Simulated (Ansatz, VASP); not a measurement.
## TiB2: VASP beside Ansatz

Contents of INCAR:

```
SYSTEM = TiB2
ALGO = Normal
EDIFF = 1E-6
ENCUT = 520
GGA = PS
ISIF = 2
ISMEAR = -1
LASPH = .TRUE.
LCHARG = .TRUE.
LELF = .TRUE.
LREAL = .FALSE.
LVHAR = .TRUE.
LWAVE = .FALSE.
NBANDS = 16
NELM = 80
PREC = Accurate
SIGMA = 0.05
```

KPOINTS

```
k-points
0
G
  12 12 10
  0 0 0
```

POSCAR

```
TiB2
1.0
    3.0174548627      0.0000000000      0.0000000000
   -1.5087274313      2.6131925658      0.0000000000
    0.0000000000      0.0000000000      3.1853999221
Ti B
1 2
Direct
    0.0000000000      0.0000000000      0.0000000000
    0.3333333333      0.6666666667      0.5000000000
    0.6666666667      0.3333333333      0.5000000000
```

Input for Ansatz:

```yaml
crystal:
  lattice:
    - [3.01745486267, 0.0, 0.0]
    - [-1.50872743134, 2.61319256585, 0.0]
    - [0.0, 0.0, 3.18539992212]
  atoms:
    - { symbol: Ti, position: [0.0, 0.0, 0.0] }
    - { symbol: B, position: [0.333333333333, 0.666666666667, 0.5] }
    - { symbol: B, position: [0.666666666667, 0.333333333333, 0.5] }
kpoints:
  mp_grid: { grid: [12, 12, 10] }
scf:
  occupations: { method: fermi_dirac, width: 0.05 }
hamiltonian:
  xc: pbesol
  pseudopotentials: { kind: all_electron, lapw: { basis_error: 0.001 } }
output:
  forces: true
  stress: true
  eigenvalues: true
  eigenstates:
    nscf_kmesh: { grid: [16, 16, 14] }
    de_dk: true
    e_range: [-14, 14]
  optics:
    e_range: [0, 30]
    de: 0.2
    sigma: 0.25
    bands: { spectra_wanted_up_to: 30 }
    nscf_kmesh: { grid: [16, 16, 14] }
    drude_damping: 0.2
checkpoint:
  write: ck
  write_wavefunctions: false
```

Alike in both runs: task single point; functional PBEsol; k mesh 12 × 12 × 10; occupations fermi-dirac, width 0.05 eV; no spin polarisation.

|  | VASP | Ansatz |
| --- | --- | --- |
| version | VASP 6.6.1 | Ansatz 0.2.0 |
| potentials or method | VASP PAW PBE potentials, release 64 (Ti_sv, B), cutoff 520 eV | all-electron LAPW, scalar-relativistic |

```tsv
	VASP	Ansatz	Ansatz less VASP
pressure (GPa)	0.4	-0.1	-0.47
traceless stress, the component that is largest in VASP (GPa)	-0.09	0.03	+0.122
```

VASP's potentials were made for PBE, not for PBEsol. Ansatz ran all-electron here, and VASP with PAW potentials. Ansatz's warnings: optics on partly filled bands.
